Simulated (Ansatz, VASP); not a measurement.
Ta2N: VASP and Ansatz over several settings

```
CELL_PARAMETERS angstrom
3.09197 0.00000 0.00000
-1.54598 2.67772 0.00000
0.00000 0.00000 4.83716
ATOMIC_POSITIONS crystal
Ta 0.33333 0.66667 0.25471
Ta 0.66667 0.33333 0.74529
N 0.00000 0.00000 0.00000
```

Single points on this cell with VASP 6.6.1 and Ansatz 0.2.0. Each row is one pair of runs. Alike in all rows: spin: off; k mesh: 10 × 10 × 6; smearing: fermi-dirac, width 0.05 eV.

```tsv
level	VASP's potentials, cutoff	Ansatz's potentials, cutoff	gap on the k mesh at the Fermi level (eV), VASP	gap on the k mesh at the Fermi level (eV), Ansatz	pressure (GPa), VASP	pressure (GPa), Ansatz	rms of the force components (eV/Å), VASP	rms of the force components (eV/Å), Ansatz
LDA	VASP PAW LDA potentials, release 64 (Ta_pv, N), 520 eV	Ansatz PAW, 420 eV	none	none	-7.8	-9.2	0.137	0.157
LDA	VASP PAW LDA potentials, release 64 (Ta_sv_GW, N), 600 eV	Ansatz PAW, 420 eV	none	none	-8.3	-9.2	0.142	0.157
r2SCAN	VASP PAW PBE potentials, release 64 (Ta_sv_GW, N), 660 eV	Ansatz PAW, 500 eV	none	?	0.4	?	0.127	?
```

Question: Fill in what Ansatz gave in row 3.

Answer: gap on the k mesh at the Fermi level (eV): none; pressure (GPa): 0.6; rms of the force components (eV/Å): 0.103.

VASP's potentials hold 27 valence electrons a cell and Ansatz's 31 in some rows, so a difference there can come from the potentials and not from the codes.

A gap of «none» marks a metal or a gap that the smearing closes.

Spin-orbit coupling is off throughout.
